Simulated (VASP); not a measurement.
# Sn3Se (Fm-3m) in VASP: notebook

The runs below take Sn3Se through single point, with LDA.

Program: VASP 6.6.1. These are calculated values, not measurements. Logs are shortened: lines on timing, memory, paths and dates and some standing lists are left out, and cuts for length are marked.

### Step 1. The cell of the first run

The structure is cubic, space group Fm-3m (No. 225). Conventional cell: a = 7.314 Å, b = 7.314 Å, c = 7.314 Å, α = 90.00°, β = 90.00°, γ = 90.00°. Within 4.2 Å of Sn (site symmetry m-3m) lie 8 Sn at 3.17 Å and 6 Se at 3.66 Å. Sn (site symmetry -43m) has 10 Sn at 3.17 to 3.66 Å and 4 Se at 3.17 Å within 4.2 Å. Se (site symmetry m-3m) has 14 Sn at 3.17 to 3.66 Å within 4.2 Å.

### Step 2. Single point, LDA (volume scaled by 0.94)

INCAR reads:

```
SYSTEM = Sn3Se
PREC = Accurate
ENCUT = 520
EDIFF = 1E-6
ISMEAR = -1
SIGMA = 0.05
LREAL = .FALSE.
LASPH = .TRUE.
NELM = 80
ALGO = Normal
ISIF = 2
LWAVE = .FALSE.
LCHARG = .TRUE.
LELF = .TRUE.
LVHAR = .TRUE.
NBANDS = 32
```

KPOINTS reads:

```
Automatic mesh
0
G
  6 6 6
  0 0 0
```

POSCAR reads:

```
Sn3Se
1.0
    0.0000000000      3.6569301267      3.6569301267
    3.6569301267      0.0000000000      3.6569301267
    3.6569301267      3.6569301267      0.0000000000
Sn Se
3 1
Direct
    0.5000000000      0.5000000000      0.5000000000
    0.7500000000      0.7500000000      0.7500000000
    0.2500000000      0.2500000000      0.2500000000
    0.0000000000      0.0000000000      0.0000000000
```

Potentials or basis: VASP PAW LDA potentials, release 64 (Sn_d, Se).

Run with:

```
$ cat potpaw_LDA.64/Sn_d/POTCAR potpaw_LDA.64/Se/POTCAR > POTCAR
$ mpirun -np 1 vasp_std > vasp.out
```

OUTCAR:

```text
SYSTEM = Sn3Se
   PREC = Accurate
   ENCUT = 520
   EDIFF = 1E-6
   ISMEAR = -1
   LREAL = .FALSE.
   LASPH = .TRUE.
   NELM = 80
   ISIF = 2

 ion  position               nearest neighbor table
   1  0.500  0.500  0.500-   3 3.17   3 3.17   3 3.17   2 3.17   2 3.17   2 3.17   3 3.17   2 3.17

   2  0.750  0.750  0.750-   1 3.17   1 3.17   1 3.17   4 3.17   4 3.17   4 3.17   4 3.17   1 3.17
                             3 3.66   3 3.66   3 3.66   3 3.66   3 3.66   3 3.66
   3  0.250  0.250  0.250-   4 3.17   4 3.17   4 3.17   1 3.17   1 3.17   1 3.17   4 3.17   1 3.17
                             2 3.66   2 3.66   2 3.66   2 3.66   2 3.66   2 3.66
   4  0.000  0.000  0.000-   2 3.17   2 3.17   2 3.17   3 3.17   3 3.17   3 3.17   3 3.17   2 3.17

  LATTYP: Found a face centered cubic cell.
 ALAT       =     7.3138602534

  Lattice vectors:

 A1 = (   0.0000000000,   3.6569301267,   3.6569301267)
 A2 = (   3.6569301267,   0.0000000000,   3.6569301267)
 A3 = (   3.6569301267,   3.6569301267,   0.0000000000)

Analysis of symmetry for initial positions (statically):
=====================================================================
 Subroutine PRICEL returns:
 Original cell was already a primitive cell.

 Routine SETGRP: Setting up the symmetry group for a
 face centered cubic supercell.

 Subroutine GETGRP returns: Found 48 space group operations
 (whereof 48 operations were pure point group operations)
 out of a pool of 48 trial point group operations.

The static configuration has the point symmetry O_h .

Analysis of symmetry for dynamics (positions and initial velocities):
=====================================================================
 Subroutine PRICEL returns:
 Original cell was already a primitive cell.

 Routine SETGRP: Setting up the symmetry group for a
 face centered cubic supercell.

 Subroutine GETGRP returns: Found 48 space group operations
 (whereof 48 operations were pure point group operations)
 out of a pool of 48 trial point group operations.

The dynamic configuration has the point symmetry O_h .

 Subroutine INISYM returns: Found 48 space group operations
 (whereof 48 operations are pure point group operations),
 and found     1 'primitive' translations

----------------------------------------------------------------------------------------

                                     Primitive cell

[... 83 lines left out ...]
   ENCUT  =  520.0 eV  38.22 Ry    6.18 a.u.   9.62  9.62  9.62*2*pi/ulx,y,z
   NELM   =     80;   NELMIN=  2; NELMDL= -5     # of ELM steps
   EDIFF  = 0.1E-05   stopping-criterion for ELM
   LREAL  =      F    real-space projection
   EDIFFG = 0.1E-04   stopping-criterion for IOM
   NSW    =      0    number of steps for IOM
   IBRION =     -1    ionic relax: 0-MD 1-quasi-New 2-CG
   NFREE  =      0    steps in history (QN), initial steepest desc. (CG)
   ISIF   =      2    stress and relaxation
   ISYM   =      2    0-nonsym 1-usesym 2-fastsym
   POTIM  = 0.5000    time-step for ionic-motion
   TEBEG  =    0.0;   TEEND  =   0.0 temperature during run
   PSTRESS=    0.0 pullay stress
   NELECT =      48.0000    total number of electrons
   NUPDOWN=      -1.0000    fix difference up-down
   EMIN   =  10.00;   EMAX   =-10.00  energy-range for DOS
   EFERMI =   0.00;   METHOD = LEGACY
   ISMEAR =    -1;   SIGMA  =   0.05  broadening in eV -4-tet -1-fermi 0-gaus
   EFERMI_NEDOS =   21; number of points for ismear=-14 and -15
   IALGO  =     38    algorithm
   IMIX   =      4    mixing-type and parameters
     AMIX     =   0.40;   BMIX     =  1.00
     AMIX_MAG =   1.60;   BMIX_MAG =  1.00
  volume/ion in A,a.u.               =      24.45       165.01
  Fermi-wavevector in a.u.,A,eV,Ry     =   1.291304  2.440211 22.687262  1.667467
  Thomas-Fermi vector in A             =   2.423082
   LORBIT       =      0    0 simple, 1 ext, 2 COOP (PROOUT), +10 PAW based schemes
   GGA     = CA    functional components
   LHFCALC =     F    Hartree Fock is set to
   AEXX    =    0.0000 exact exchange contribution
   IVDW    =     0    specifies the selected vdW correction
   LEPSILON=     F    determine dielectric tensor
   LRPA    =     F    only Hartree local field effects (RPA)
 non-spin polarized calculation
  energy-cutoff  :      520.00
  volume of cell :       97.81
 maximum number of plane-waves:      2685
 NGX is ok and might be reduce to    40
   NGX = 19   NGY = 19   NGZ = 19

 number of electron      47.9999978 magnetization

 Free energy of the ion-electron system (eV)
  ---------------------------------------------------
  ext. energy  EPLUGINS =         0.00000000
  ---------------------------------------------------
  free energy    TOTEN  =       -17.59162848 eV

  energy without entropy =      -17.56227085  energy(sigma->0) =      -17.57694966

 E-fermi :   7.7541     XC(G=0): -10.8177

 val. band max:        7.7365841926   @ k =  -0.3333   0.3333   0.1667
 cond. band min:       7.7785977931   @ k =   0.5000   0.3333   0.1667
 fundamental gap:      0.0420136005
 Fermi energy:         7.7541077112

 k-point     1 :       0.0000    0.0000    0.0000
  band No.  band energies     occupation
      1     -13.7769      2.00000
      2     -13.7769      2.00000
      3     -13.7371      2.00000
      4     -13.7371      2.00000
      5     -13.7371      2.00000
      6     -13.7238      2.00000
[... 549 lines left out ...]
     31      12.8780      0.00000
     32      15.1989      0.00000

------------------------ aborting loop because EDIFF is reached ----------------------------------------

  FORCE on cell =-STRESS in cart. coord.  units (eV):
  Direction    XX          YY          ZZ          XY          YZ          ZX
  --------------------------------------------------------------------------------------
  -------------------------------------------------------------------------------------
  Total       -0.8808500     -0.8808500     -0.8808500      0.0000000      0.0000000     -0.0000000
  in kB      -14.4288781    -14.4288781    -14.4288781      0.0000000      0.0000000     -0.0000000
  external PRESSURE =     -14.4288781 kB  Pullay stress =       0.0000000 kB

 VOLUME and BASIS-vectors are now :
 -----------------------------------------------------------------------------
  energy-cutoff  :      520.00
  volume of cell :       97.81
      direct lattice vectors                 reciprocal lattice vectors
     0.000000000  3.656930127  3.656930127    -0.136726703  0.136726703  0.136726703
     3.656930127  0.000000000  3.656930127     0.136726703 -0.136726703  0.136726703
     3.656930127  3.656930127  0.000000000     0.136726703  0.136726703 -0.136726703

 POSITION                                       TOTAL-FORCE (eV/Angst)
 -----------------------------------------------------------------------------------
      3.65693      3.65693      3.65693        -0.000000      0.000000     -0.000000
      5.48540      5.48540      5.48540         0.000000      0.000000      0.000000
      1.82847      1.82847      1.82847        -0.000000     -0.000000     -0.000000
      0.00000      0.00000      0.00000        -0.000000      0.000000     -0.000000
 -----------------------------------------------------------------------------------
    total drift:                               -0.000000     -0.000000      0.000000

  FREE ENERGIE OF THE ION-ELECTRON SYSTEM (eV)
  ---------------------------------------------------
  free  energy   TOTEN  =       -17.5916284762 eV

  energy  without entropy=      -17.5622708515  energy(sigma->0) =      -17.57694966
```

OSZICAR:

```text
N       E                     dE             d eps       ncg     rms          rms(c)
DAV:   1     0.449458470392E+03    0.44946E+03   -0.23744E+04  1064   0.226E+03
DAV:   2     0.423514474523E+02   -0.40711E+03   -0.39412E+03  1024   0.552E+02
DAV:   3    -0.151103543080E+02   -0.57462E+02   -0.55642E+02  1248   0.176E+02
DAV:   4    -0.177048617965E+02   -0.25945E+01   -0.25862E+01  1128   0.401E+01
DAV:   5    -0.177839181791E+02   -0.79056E-01   -0.79052E-01  1352   0.734E+00    0.389E+00
DAV:   6    -0.176052637310E+02    0.17865E+00   -0.27818E-01  1336   0.789E+00    0.232E+00
DAV:   7    -0.175960256387E+02    0.92381E-02   -0.10589E-01  1176   0.272E+00    0.111E+00
DAV:   8    -0.175921188601E+02    0.39068E-02   -0.16669E-02  1224   0.101E+00    0.194E-01
DAV:   9    -0.175916624078E+02    0.45645E-03   -0.11598E-03  1344   0.256E-01    0.569E-02
DAV:  10    -0.175916271603E+02    0.35247E-04   -0.25468E-04  1232   0.181E-01    0.220E-02
DAV:  11    -0.175916282640E+02   -0.11037E-05   -0.31322E-05  1320   0.663E-02    0.894E-03
DAV:  12    -0.175916284762E+02   -0.21221E-06   -0.25728E-06   832   0.146E-02
   1 F= -.17591628E+02 E0= -.17576950E+02  d E =-.293576E-01
```

stdout:

```text
POSCAR found type information on POSCAR SnSe
 POSCAR found :  2 types and       4 ions
 scaLAPACK will be used
 LDA part: xc-table for (Slater(with rela. corr.)+CA(PZ))
 , standard interpolation
 POSCAR, INCAR and KPOINTS ok, starting setup
 FFT: planning ... GRIDC
 FFT: planning ... GRID_SOFT
 FFT: planning ... GRID
 WAVECAR not read
 entering main loop
```

Wall time 29 s (1 thread of Intel Xeon Platinum 8488C (Sapphire Rapids), shared host); peak memory 0.21 GiB.

What came out:

```
Free energy            : -17.5916 eV
Pressure               : -1.4 GPa
Band gap on the k mesh : zero (band 24 reaches 8.43 eV, above the bottom of band 25 at 6.29 eV)
```

Levels at points of the mesh, in eV from the Fermi level:
| k point | band 21 | band 22 | band 23 | band 24 | band 25 | band 26 | band 27 | band 28 |
| --- | --- | --- | --- | --- | --- | --- | --- | --- |
| (0.00, 0.00, 0.00) | -3.04 | -2.68 | -1.46 | -1.46 | -1.46 | -0.63 | -0.63 | -0.63 |
| (0.50, 0.00, 0.00) | -3.59 | -2.34 | -2.34 | -0.81 | 0.43 | 2.19 | 2.19 | 3.56 |
| (0.50, 0.50, 0.00) | -5.13 | -0.24 | 0.51 | 0.51 | 1.12 | 2.81 | 2.81 | 3.48 |

Caveat: spin-orbit coupling is left out, which moves the levels of the heavy elements.

### Step 3. Single point, LDA (volume scaled by 0.96)

INCAR reads:

```
PREC = Accurate
ENCUT = 520
EDIFF = 1E-7
ISMEAR = -1
SIGMA = 0.05
LREAL = F
LASPH = T
NELM = 100
ALGO = Normal
ISIF = 2
LWAVE = F
LCHARG = T
GGA = CA
LELF = T
LVHAR = T
NBANDS = 32
```

KPOINTS reads:

```
regular mesh
0
Gamma
  6 6 6
```

POSCAR reads:

```
Sn3Se
1.0
    0.0000000000      3.6826840043      3.6826840043
    3.6826840043      0.0000000000      3.6826840043
    3.6826840043      3.6826840043      0.0000000000
Sn Se
3 1
Direct
    0.5000000000      0.5000000000      0.5000000000
    0.7500000000      0.7500000000      0.7500000000
    0.2500000000      0.2500000000      0.2500000000
    0.0000000000      0.0000000000      0.0000000000
```

Potentials or basis: VASP PAW LDA potentials, release 64 (Sn_d, Se).

Run with:

```
$ cat potpaw_LDA.64/Sn_d/POTCAR potpaw_LDA.64/Se/POTCAR > POTCAR
$ mpirun -np 1 vasp_std > vasp.out
```

Run time: 34 s. Hardware: 1 thread of Intel Xeon Platinum 8488C (Sapphire Rapids), shared host; peak memory 0.21 GiB.

The run converged. Its results:

```
Free energy            : -17.5654 eV
Pressure               : -2.6 GPa
Band gap on the k mesh : zero (band 24 reaches 8.16 eV, above the bottom of band 25 at 6.09 eV)
```

Levels at points of the mesh, in eV from the Fermi level:
```tsv
k point	band 22	band 23	band 24	band 25	band 26	band 27
(0.00, 0.00, 0.00)	-2.79	-1.40	-1.40	-1.40	-0.60	-0.60
(0.50, 0.00, 0.00)	-2.27	-2.27	-0.83	0.39	2.16	2.16
(0.50, 0.50, 0.00)	-0.28	0.49	0.49	1.05	2.77	2.77
```

Caveat: spin-orbit coupling is left out, which moves the levels of the heavy elements.
